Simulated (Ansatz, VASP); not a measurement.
**Na2S3 in VASP and in Ansatz**

```
Na S
1.0
     1.87617    1.08321    8.69699
    -1.87617    1.08321    8.69699
     0.00000   -2.16641    8.69699
Na S
2 3
Direct
  0.40000 0.40000 0.40000
  0.60000 0.60000 0.60000
  0.00000 0.00000 0.00000
  0.20950 0.20950 0.20950
  0.79050 0.79050 0.79050
```

Alike in both runs: task relaxation of cell and atoms; functional PBE; k mesh 6 × 6 × 6; occupations gaussian, width 0.1 eV; no spin polarisation.

|  | VASP | Ansatz |
| --- | --- | --- |
| version | VASP 6.6.1 | Ansatz 0.2.0 |
| potentials or method | VASP PAW PBE potentials, release 64 (Na_pv, S), cutoff 600 eV | scalar-relativistic, plane waves, PAW |
| valence electrons in the cell | 32 | 36 |

Ansatz gave:

- gap on the k mesh at the Fermi level, each at its own relaxed structure (eV): none
- relaxed volume (Å³/atom): 24.41
- relaxed length of the cell vector where the two differ most in proportion (Å): 8.914

**Question.** Which values does VASP return?

**Answer.** gap on the k mesh at the Fermi level, each at its own relaxed structure (eV): none; relaxed volume (Å³/atom): 23.95; relaxed length of the cell vector where the two differ most in proportion (Å): 8.681.

A gap of «none» marks a metal or a gap that the smearing closes. VASP's potentials hold 32 valence electrons a cell and Ansatz's 36, so a difference there can come from the potentials and not from the codes.
